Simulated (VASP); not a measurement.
The system is W.

```
W
1.0
    -1.58500    1.58500    1.58500
     1.58500   -1.58500    1.58500
     1.58500    1.58500   -1.58500
W
1
Direct
  0.00000 0.00000 0.00000
```

```yaml
Program: VASP 6.6.1
Task: relaxation of cell and atoms
Functional: LDA
Potentials_or_basis: VASP PAW LDA potentials, release 64 (W_sv)
Cutoff: 600 eV
k_mesh: 24 × 24 × 24
Occupations: gaussian, width 0.1 eV
Spin: no spin polarisation
```

At the start: pressure -8.6 GPa; volume 15.93 Å³/atom.

Where does the relaxation end?

Over 7 steps the energy falls by 11.9 meV/atom and the volume is 15.50 Å³/atom (-2.7 %); space group Im-3m (No. 229, to 0.05 Å).

Step by step:
```
step  energy change (eV)  largest force (eV/Å)  pressure (GPa)  volume (Å³)
   1              0.0000                0.0000           -8.65        15.93
   2              0.1622                0.0000           41.40        14.03
   3             -0.0118                0.0000           -0.41        15.52
   4             -0.0119                0.0000           -0.08        15.50
   5             -0.0118                0.0000            0.12        15.49
   6             -0.0118                0.0000           -0.28        15.51
   7             -0.0119                0.0000           -0.05        15.50
```

Final structure:
```
W
1.0
    -1.57064    1.57064    1.57064
     1.57064   -1.57064    1.57064
     1.57064    1.57064   -1.57064
W
1
Direct
  0.00000 0.00000 0.00000
```
